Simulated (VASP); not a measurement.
# KTaO3 in VASP: a series of runs

Runs on KTaO3. Level: LDA. Tasks: electric field gradients.

All numbers are computed with VASP 6.6.1; they aren't measurements. Logs are shortened: lines on timing, memory, paths and dates and some standing lists are left out, and cuts for length are marked.

## Step 1: The cell of the first run

Symmetry: P4/mmm, No. 123, tetragonal system. Conventional cell: a = 4.108 Å, b = 4.108 Å, c = 3.988 Å, α = 90.00°, β = 90.00°, γ = 90.00°. Within 3.8 Å of K (site symmetry 4/mmm) lie 12 O at 2.86 to 2.90 Å and 8 Ta at 3.52 Å. Ta (site symmetry 4/mmm) has 6 O at 1.99 to 2.05 Å within 2.6 Å. Within 2.7 Å of O (site symmetry mmm) lie 2 Ta at 2.05 Å. O (site symmetry 4/mmm) has 2 Ta at 1.99 Å within 2.6 Å.

## Step 2: Electric field gradients, LDA (equal xx and yy strain of +3 %)

The input, INCAR:

```
SYSTEM = KTaO3
  ALGO = Normal
  EDIFF = 1E-8
  ENCUT = 520
  ISIF = 2
  ISMEAR = -1
  LASPH = .TRUE.
  LCHARG = .FALSE.
  LEFG = .TRUE.
  LREAL = .FALSE.
  LWAVE = .FALSE.
  NBANDS = 27
  NELM = 60
  PREC = Accurate
  SIGMA = 0.01
```

The input, KPOINTS:

```
k-points
0
G
  5 5 5
  0 0 0
```

The input, POSCAR:

```
KTaO3
1.0
    4.1079490000      0.0000000000      0.0000000000
    0.0000000000      4.1079490000      0.0000000000
    0.0000000000      0.0000000000      3.9883000000
K Ta O
1 1 3
Direct
    0.5000000000      0.5000000000      0.5000000000
    0.0000000000      0.0000000000      0.0000000000
    0.5000000000      0.0000000000      0.0000000000
    0.0000000000      0.5000000000      0.0000000000
    0.0000000000      0.0000000000      0.5000000000
```

Potentials or basis: VASP PAW LDA potentials, release 64 (K_sv, Ta_pv, O).

The run is started by

```bash
$ cat potpaw_LDA.64/K_sv/POTCAR potpaw_LDA.64/Ta_pv/POTCAR potpaw_LDA.64/O/POTCAR > POTCAR
$ mpirun -np 1 vasp_std > vasp.out
```

OUTCAR:

```text
SYSTEM = KTaO3
   EDIFF = 1E-8
   ENCUT = 520
   ISIF = 2
   ISMEAR = -1
   LASPH = .TRUE.
   LREAL = .FALSE.
   NELM = 60
   PREC = Accurate

 ion  position               nearest neighbor table
   1  0.500  0.500  0.500-   3 2.86   4 2.86   3 2.86   4 2.86   3 2.86   3 2.86   4 2.86   4 2.86
                             2 3.52   2 3.52   2 3.52   2 3.52   2 3.52   2 3.52   2 3.52   2 3.52
   2  0.000  0.000  0.000-   5 1.99   5 1.99   3 2.05   4 2.05   4 2.05   3 2.05   1 3.52   1 3.52
                             1 3.52   1 3.52   1 3.52   1 3.52   1 3.52   1 3.52
   3  0.500  0.000  0.000-   2 2.05   2 2.05   1 2.86   1 2.86   1 2.86   1 2.86
   4  0.000  0.500  0.000-   2 2.05   2 2.05   1 2.86   1 2.86   1 2.86   1 2.86
   5  0.000  0.000  0.500-   2 1.99   2 1.99

  LATTYP: Found a simple tetragonal cell.
 ALAT       =     4.1079490000
 C/A-ratio  =     0.9708737864

  Lattice vectors:

 A1 = (   4.1079490000,   0.0000000000,   0.0000000000)
 A2 = (   0.0000000000,   4.1079490000,   0.0000000000)
 A3 = (   0.0000000000,   0.0000000000,   3.9883000000)

Analysis of symmetry for initial positions (statically):
=====================================================================
 Subroutine PRICEL returns:
 Original cell was already a primitive cell.

 Routine SETGRP: Setting up the symmetry group for a
 simple tetragonal supercell.

 Subroutine GETGRP returns: Found 16 space group operations
 (whereof 16 operations were pure point group operations)
 out of a pool of 16 trial point group operations.

The static configuration has the point symmetry D_4h.

Analysis of symmetry for dynamics (positions and initial velocities):
=====================================================================
 Subroutine PRICEL returns:
 Original cell was already a primitive cell.

 Routine SETGRP: Setting up the symmetry group for a
 simple tetragonal supercell.

 Subroutine GETGRP returns: Found 16 space group operations
 (whereof 16 operations were pure point group operations)
 out of a pool of 16 trial point group operations.

The dynamic configuration has the point symmetry D_4h.

 Subroutine INISYM returns: Found 16 space group operations
 (whereof 16 operations are pure point group operations),
 and found     1 'primitive' translations

[... 144 lines left out ...]
 cond. band min:       2.9883883163   @ k =   0.0000   0.0000   0.0000
 fundamental gap:      1.9640277540
 Fermi energy:         1.3034582570

 k-point     1 :       0.0000    0.0000    0.0000
  band No.  band energies     occupation
      1     -33.0830      2.00000
      2     -33.0418      2.00000
      3     -33.0418      2.00000
      4     -25.7982      2.00000
      5     -15.9951      2.00000
      6     -15.2799      2.00000
[... 529 lines left out ...]
     26      11.6627      0.00000
     27      11.9228      0.00000

------------------------ aborting loop because EDIFF is reached ----------------------------------------

  FORCE on cell =-STRESS in cart. coord.  units (eV):
  Direction    XX          YY          ZZ          XY          YZ          ZX
  --------------------------------------------------------------------------------------
  -------------------------------------------------------------------------------------
  Total       -7.2838365     -7.2838365     -3.5073837      0.0000000     -0.0000000      0.0000000
  in kB     -173.3935219   -173.3935219    -83.4941316      0.0000000     -0.0000000      0.0000000
  external PRESSURE =    -143.4270584 kB  Pullay stress =       0.0000000 kB

 VOLUME and BASIS-vectors are now :
 -----------------------------------------------------------------------------
  energy-cutoff  :      520.00
  volume of cell :       67.30
      direct lattice vectors                 reciprocal lattice vectors
     4.107949000  0.000000000  0.000000000     0.243430481  0.000000000  0.000000000
     0.000000000  4.107949000  0.000000000     0.000000000  0.243430481  0.000000000
     0.000000000  0.000000000  3.988300000     0.000000000  0.000000000  0.250733395

 POSITION                                       TOTAL-FORCE (eV/Angst)
 -----------------------------------------------------------------------------------
      2.05397      2.05397      1.99415         0.000000      0.000000      0.000000
      0.00000      0.00000      0.00000         0.000000      0.000000      0.000000
      2.05397      0.00000      0.00000         0.000000      0.000000      0.000000
      0.00000      2.05397      0.00000         0.000000      0.000000      0.000000
      0.00000      0.00000      1.99415         0.000000      0.000000      0.000000
 -----------------------------------------------------------------------------------
    total drift:                                0.000000      0.000000     -0.000000

  FREE ENERGIE OF THE ION-ELECTRON SYSTEM (eV)
  ---------------------------------------------------
  free  energy   TOTEN  =       -44.7673662621 eV

  energy  without entropy=      -44.7673662621  energy(sigma->0) =      -44.76736626

 Electric field gradients (V/A^2)
---------------------------------------------------------------------
 ion       V_xx      V_yy      V_zz      V_xy      V_xz      V_yz
---------------------------------------------------------------------
   1       1.228     1.228    -2.456    -0.000    -0.000    -0.000
   2      76.583    76.583  -153.167     0.000     0.000     0.000
   3      29.155   -10.735   -18.420     0.000    -0.000     0.000
   4     -10.735    29.155   -18.420     0.000     0.000    -0.000
   5      -5.800    -5.800    11.600     0.000     0.000    -0.000
---------------------------------------------------------------------

 Electric field gradients after diagonalization (V/A^2)
 (convention: |V_zz| > |V_xx| > |V_yy|)
----------------------------------------------------------------------
 ion       V_xx      V_yy      V_zz     asymmetry (V_yy - V_xx)/ V_zz
----------------------------------------------------------------------
   1       1.228     1.228    -2.456       0.000
   2      76.583    76.583  -153.167       0.000
   3     -18.420   -10.735    29.155       0.264
   4     -18.420   -10.735    29.155       0.264
   5      -5.800    -5.800    11.600       0.000
----------------------------------------------------------------------

           NMR quadrupolar parameters

 Cq : quadrupolar parameter    Cq=e*Q*V_zz/h
 eta: asymmetry parameters     (V_yy - V_xx)/ V_zz
 Q  : nuclear electric quadrupole moment in mb (millibarn)
----------------------------------------------------------------------
 ion       Cq(MHz)       eta       Q (mb)
----------------------------------------------------------------------
   1      -0.006       0.000       1.000
   2      -0.370       0.000       1.000
   3       0.070       0.264       1.000
   4       0.070       0.264       1.000
   5       0.028       0.000       1.000
----------------------------------------------------------------------
```

OSZICAR:

```text
N       E                     dE             d eps       ncg     rms          rms(c)
DAV:   1     0.326250338429E+03    0.32625E+03   -0.20675E+04   972   0.141E+03
DAV:   2    -0.323794184438E+02   -0.35863E+03   -0.34737E+03  1124   0.406E+02
DAV:   3    -0.525799730883E+02   -0.20201E+02   -0.20098E+02  1381   0.929E+01
DAV:   4    -0.533218893078E+02   -0.74192E+00   -0.74076E+00  1608   0.118E+01
DAV:   5    -0.533276499883E+02   -0.57607E-02   -0.57600E-02  1289   0.993E-01    0.304E+01
DAV:   6    -0.452640396654E+02    0.80636E+01   -0.35329E+01  1101   0.383E+01    0.118E+01
DAV:   7    -0.448956250527E+02    0.36841E+00   -0.23030E+00  1249   0.930E+00    0.832E+00
DAV:   8    -0.447998890111E+02    0.95736E-01   -0.55020E-01  1162   0.584E+00    0.268E+00
DAV:   9    -0.447701127777E+02    0.29776E-01   -0.53353E-02  1175   0.180E+00    0.397E-01
DAV:  10    -0.447676266967E+02    0.24861E-02   -0.20708E-02  1304   0.889E-01    0.234E-01
DAV:  11    -0.447673970482E+02    0.22965E-03   -0.18285E-03  1295   0.250E-01    0.666E-02
DAV:  12    -0.447673670755E+02    0.29973E-04   -0.13910E-04  1310   0.896E-02    0.201E-02
DAV:  13    -0.447673668669E+02    0.20858E-06   -0.14097E-05  1350   0.255E-02    0.835E-03
DAV:  14    -0.447673662795E+02    0.58739E-06   -0.26940E-06  1177   0.120E-02    0.191E-03
DAV:  15    -0.447673662709E+02    0.85993E-08   -0.17332E-07  1305   0.301E-03    0.169E-03
DAV:  16    -0.447673662621E+02    0.88244E-08   -0.26290E-08  1022   0.124E-03
   1 F= -.44767366E+02 E0= -.44767366E+02  d E =-.296504E-13
```

stdout:

```text
POSCAR found type information on POSCAR K TaO
 POSCAR found :  3 types and       5 ions
 scaLAPACK will be used
 LDA part: xc-table for (Slater(with rela. corr.)+CA(PZ))
 , standard interpolation
 POSCAR, INCAR and KPOINTS ok, starting setup
 FFT: planning ... GRIDC
 FFT: planning ... GRID_SOFT
 FFT: planning ... GRID
 WAVECAR not read
 entering main loop
ion   1

ion   2

ion   3

ion   4

ion   5
```

Wall time 75 s (1 thread of Intel Xeon 8259CL, shared host); peak memory 0.17 GiB.

Results:

```
Free energy                             : -44.7674 eV
Pressure                                : -14.3 GPa
Band gap on the k mesh                  : 1.96 eV (least direct gap 2.48 eV)
Largest electric field gradient by atom : K -2.5; Ta -153.2; O +29.2, +11.6 (each value once) V/Å²
```

Electric field gradients, principal values (V/Å²):
| atom | least | middle | greatest (by size) |
| --- | --- | --- | --- |
| 1 K | 1.228 | 1.228 | -2.456 |
| 2 Ta | 76.583 | 76.583 | -153.167 |
| 3 O | -10.735 | -18.420 | 29.155 |
| 4 O | -10.735 | -18.420 | 29.155 |
| 5 O | -5.800 | -5.800 | 11.600 |

Caveat: the cell differs from its parent crystal (equal xx and yy strain of +3 %); the cell stands under tension; without QUAD_EFG the Cq values of the log hold for a quadrupole moment of 1 mb, not for the nuclei; spin-orbit coupling is left out, which moves the levels of the heavy elements; an odd mesh through Γ misses points on the zone boundary, where band edges can lie.

## Step 3: Electric field gradients, LDA (equal xy, yz and zx shear strains of -2 %)

The input, INCAR:

```
SYSTEM = KTaO3
ALGO     = Normal         ! electronic algorithm
EDIFF    = 1E-8           ! SCF threshold, eV
ENCUT    = 520            ! plane-wave cutoff, eV
GGA      = CA             ! functional
ISIF     = 2              ! what is computed and relaxed
ISMEAR   = -1             ! smearing method
LASPH    = .TRUE.         ! aspherical terms in the spheres
LCHARG   = .FALSE.        ! write CHGCAR
LEFG     = .TRUE.       
LREAL    = .FALSE.        ! projectors in reciprocal space
LWAVE    = .FALSE.        ! write WAVECAR
NBANDS   = 27             ! bands
NELM     = 100            ! most SCF steps
PREC     = Accurate       ! precision mode
SIGMA    = 0.01           ! smearing width, eV
```

KPOINTS is that of step 2.

POSCAR, as its differences from that of step 2:

```diff
@@ -2,5 +2,5 @@
 1.0
-    4.1079490000      0.0000000000      0.0000000000
-    0.0000000000      4.1079490000      0.0000000000
-    0.0000000000      0.0000000000      3.9883000000
+    3.9883000000     -0.0398830000     -0.0398830000
+   -0.0398830000      3.9883000000     -0.0398830000
+   -0.0398830000     -0.0398830000      3.9883000000
 K Ta O
```

Potentials or basis: VASP PAW LDA potentials, release 64 (K_sv, Ta_pv, O).

The run is started by

```bash
$ cat potpaw_LDA.64/K_sv/POTCAR potpaw_LDA.64/Ta_pv/POTCAR potpaw_LDA.64/O/POTCAR > POTCAR
$ mpirun -np 1 vasp_std > vasp.out
```

OUTCAR:

```text
SYSTEM = KTaO3
   EDIFF = 1E-8
   ENCUT = 520
   GGA = CA
   ISIF = 2
   ISMEAR = -1
   LASPH = .TRUE.
   LREAL = .FALSE.
   NELM = 100
   PREC = Accurate

 ion  position               nearest neighbor table
   1  0.500  0.500  0.500-   3 2.79   4 2.79   5 2.79   3 2.79   4 2.79   5 2.79   5 2.85   3 2.85
                             4 2.85   5 2.85   4 2.85   3 2.85   2 3.38   2 3.38   2 3.48   2 3.48
   2  0.000  0.000  0.000-   3 1.99   4 1.99   5 1.99   5 1.99   4 1.99   3 1.99   1 3.38   1 3.38
                             1 3.48   1 3.48   1 3.48   1 3.48   1 3.48   1 3.48
   3  0.500  0.000  0.000-   2 1.99   2 1.99   1 2.79   1 2.79   1 2.85   1 2.85
   4  0.000  0.500  0.000-   2 1.99   2 1.99   1 2.79   1 2.79   1 2.85   1 2.85
   5  0.000  0.000  0.500-   2 1.99   2 1.99   1 2.79   1 2.79   1 2.85   1 2.85

  LATTYP: Found a trigonal (rhomboedric) cell.
 ALAT       =     3.9886988101
 COS(alpha) =    -0.0198960208

  Lattice vectors:

 A1 = (   3.9883000000,  -0.0398830000,  -0.0398830000)
 A2 = (  -0.0398830000,   3.9883000000,  -0.0398830000)
 A3 = (  -0.0398830000,  -0.0398830000,   3.9883000000)

Analysis of symmetry for initial positions (statically):
=====================================================================
 Subroutine PRICEL returns:
 Original cell was already a primitive cell.

 Routine SETGRP: Setting up the symmetry group for a
 trigonal (rhombohedral) supercell.

 Subroutine GETGRP returns: Found 12 space group operations
 (whereof 12 operations were pure point group operations)
 out of a pool of 12 trial point group operations.

The static configuration has the point symmetry D_3d.

Analysis of symmetry for dynamics (positions and initial velocities):
[... 742 lines left out ...]
  Total       -1.7362749     -1.7362749     -1.7362749      0.7870046      0.7870046      0.7870046
  in kB      -43.8628455    -43.8628455    -43.8628455     19.8817931     19.8817931     19.8817931
  external PRESSURE =     -43.8628455 kB  Pullay stress =       0.0000000 kB

 VOLUME and BASIS-vectors are now :
 -----------------------------------------------------------------------------
  energy-cutoff  :      520.00
  volume of cell :       63.42
      direct lattice vectors                 reciprocal lattice vectors
     3.988300000 -0.039883000 -0.039883000     0.250784059  0.002533172  0.002533172
    -0.039883000  3.988300000 -0.039883000     0.002533172  0.250784059  0.002533172
    -0.039883000 -0.039883000  3.988300000     0.002533172  0.002533172  0.250784059

 POSITION                                       TOTAL-FORCE (eV/Angst)
 -----------------------------------------------------------------------------------
      1.95427      1.95427      1.95427        -0.000000      0.000000      0.000000
      0.00000      0.00000      0.00000         0.000000      0.000000     -0.000000
      1.99415     -0.01994     -0.01994         0.000000     -0.000000      0.000000
     -0.01994      1.99415     -0.01994         0.000000      0.000000     -0.000000
     -0.01994     -0.01994      1.99415        -0.000000     -0.000000     -0.000000
 -----------------------------------------------------------------------------------
    total drift:                                0.000000     -0.000000      0.000000

  FREE ENERGIE OF THE ION-ELECTRON SYSTEM (eV)
  ---------------------------------------------------
  free  energy   TOTEN  =       -45.0131367650 eV

  energy  without entropy=      -45.0131367650  energy(sigma->0) =      -45.01313677

 Electric field gradients (V/A^2)
---------------------------------------------------------------------
 ion       V_xx      V_yy      V_zz      V_xy      V_xz      V_yz
---------------------------------------------------------------------
   1      -0.000    -0.000    -0.000    -1.511    -1.511    -1.511
   2       0.000     0.000    -0.000    23.222    23.222    23.222
   3      14.730    -7.365    -7.365    -2.485    -2.485     1.058
   4      -7.365    14.730    -7.365    -2.485     1.058    -2.485
   5      -7.365    -7.365    14.730     1.058    -2.485    -2.485
---------------------------------------------------------------------

 Electric field gradients after diagonalization (V/A^2)
 (convention: |V_zz| > |V_xx| > |V_yy|)
----------------------------------------------------------------------
 ion       V_xx      V_yy      V_zz     asymmetry (V_yy - V_xx)/ V_zz
----------------------------------------------------------------------
   1       1.511     1.511    -3.022       0.000
   2     -23.222   -23.222    46.444       0.000
   3      -8.423    -6.878    15.301       0.101
   4      -8.423    -6.878    15.301       0.101
   5      -8.423    -6.878    15.301       0.101
----------------------------------------------------------------------

           NMR quadrupolar parameters

 Cq : quadrupolar parameter    Cq=e*Q*V_zz/h
 eta: asymmetry parameters     (V_yy - V_xx)/ V_zz
 Q  : nuclear electric quadrupole moment in mb (millibarn)
----------------------------------------------------------------------
 ion       Cq(MHz)       eta       Q (mb)
----------------------------------------------------------------------
   1      -0.007       0.000       1.000
   2       0.112       0.000       1.000
   3       0.037       0.101       1.000
   4       0.037       0.101       1.000
   5       0.037       0.101       1.000
----------------------------------------------------------------------
```

Wall time 45 s (1 thread of Intel Xeon 8259CL, shared host); peak memory 0.17 GiB.

Results:

```
Free energy                             : -45.0131 eV
Pressure                                : -4.4 GPa
Band gap on the k mesh                  : 2.05 eV (least direct gap 2.49 eV)
Largest electric field gradient by atom : K -3.0; Ta +46.4; O +15.3 V/Å²
```

Stress tensor (GPa, compression positive):
```
-4.39  1.99  1.99
 1.99 -4.39  1.99
 1.99  1.99 -4.39
```

Electric field gradients, principal values (V/Å²):
| atom | least | middle | greatest (by size) |
| --- | --- | --- | --- |
| 1 K | 1.511 | 1.511 | -3.022 |
| 2 Ta | -23.222 | -23.222 | 46.444 |
| 3 O | -6.878 | -8.423 | 15.301 |
| 4 O | -6.878 | -8.423 | 15.301 |
| 5 O | -6.878 | -8.423 | 15.301 |

Caveat: the cell differs from its parent crystal (equal xy, yz and zx shear strains of -2 %); the cell stands under tension; without QUAD_EFG the Cq values of the log hold for a quadrupole moment of 1 mb, not for the nuclei; spin-orbit coupling is left out, which moves the levels of the heavy elements; an odd mesh through Γ misses points on the zone boundary, where band edges can lie.

(Continued in part 2 of 2.)
